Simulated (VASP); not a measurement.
Set up this calculation in VASP 6.6.1, as the native input.

| Quantity | Value |
| --- | --- |
| Task | single point |
| Functional | PBEsol |
| Potentials or basis | VASP PAW PBE potentials, release 64 (Cu) |
| Cutoff | 520 eV |
| k mesh | 28 × 28 × 28 |
| Occupations | gaussian, width 0.15 eV |
| Spin | no spin polarisation |
| Dipole correction | no |
| Further INCAR settings | ALGO = Fast; EDIFF = 1e-06; NBANDS = 12 |

The structure of Cu lies in POSCAR:

```
Cu
1.0
    0.0000000000      1.7371438586      1.7816860088
    1.7371438586      0.0000000000      1.7816860088
    1.7371438586      1.7371438586      0.0000000000
Cu
1
Direct
    0.0000000000      0.0000000000      0.0000000000
```

This cell differs from its parent crystal: strain -0.025 along x and y, +0.000 along z.

The input as run:

INCAR

```
SYSTEM = Cu
  ALGO = Fast
  EDIFF = 1E-6
  ENCUT = 520
  GGA = PS
  ISIF = 2
  ISMEAR = 0
  LASPH = .True.
  LCHARG = .True.
  LELF = .True.
  LREAL = .False.
  LVHAR = .True.
  LWAVE = .False.
  NBANDS = 12
  NELM = 100
  PREC = Accurate
  SIGMA = 0.15
```

KPOINTS

```
k-points
0
Gamma
  28 28 28
  0 0 0
```

Potentials or basis: VASP PAW PBE potentials, release 64 (Cu).

The run is started by

```console
$ cat potpaw_PBE.64/Cu/POTCAR > POTCAR
$ mpirun -np 1 vasp_std > vasp.out
```

It gave:

```json
{
 "Pressure": "10.6 GPa",
 "Band gap on the k mesh": "zero (an odd number of electrons rules out a gap without spin polarisation)"
}
```

Caveat: the cell differs from its parent crystal (strain -0.025 along x and y, +0.000 along z); the cell stands under pressure; the PAW data sets were made with another functional, which shifts forces and pressure a little.

It took 4.6 min on 1 thread of Intel(R) Xeon(R) Platinum 8175M CPU @ 2.50GHz (Skylake/Cascade Lake) (shared host), peak memory 0.31 GiB.
